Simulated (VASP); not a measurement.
Runs of VASP 6.6.1 on Os. The structure is that of space group P6_3/mmc (No. 194), or close to it. The cells are those of the table. 

```tsv
cell	k mesh	gap on the mesh (eV)	pressure (GPa)
a = 2.749, b = 2.749, c = 8.826 Å, angles 90.0, 90.0, 120.0°, 4 atoms	17 × 17 × 5	none	-0.5
a = 2.674, b = 2.674, c = 8.584 Å, angles 90.0, 90.0, 120.0°, 4 atoms	15 × 15 × 4	none	39.1
a = 2.712, b = 2.712, c = 8.706 Å, angles 90.0, 90.0, 120.0°, 4 atoms	15 × 15 × 4	none	(b)
a = 2.855, b = 2.855, c = 9.165 Å, angles 90.0, 90.0, 120.0°, 4 atoms	15 × 15 × 4	none	-33.5
a = 2.635, b = 2.635, c = 8.457 Å, angles 90.0, 90.0, 120.0°, 4 atoms	15 × 15 × 4	none	67.1
a = 2.749, b = 2.749, c = 8.826 Å, angles 90.0, 90.0, 120.0°, 4 atoms	15 × 15 × 4	none	-0.5
a = 2.786, b = 2.786, c = 8.942 Å, angles 90.0, 90.0, 120.0°, 4 atoms	15 × 15 × 4	none	-14.3
a = 2.821, b = 2.821, c = 9.055 Å, angles 90.0, 90.0, 120.0°, 4 atoms	15 × 15 × 4	none	(a)
```

Alike in all rows: task single point; level revPBE; potentials or basis VASP PAW PBE potentials, release 64 (Os); no spin polarisation; cutoff (eV) 520; smearing fermi-dirac 0.1 eV.

**Question.** Estimate the missing entries.

**Answer.** (a) -25.1; (b) 16.9.

Caveats: the PAW data sets were made with another functional, which shifts forces and pressure a little; spin-orbit coupling is left out, which moves the levels of the heavy elements; the cell stands under pressure (at least some runs); the cell stands under tension (at least some runs).

A k mesh can miss the band edges, and the runs leave out spin-orbit coupling on Os.

A gap of «none» marks levels without a gap at the run's occupations.
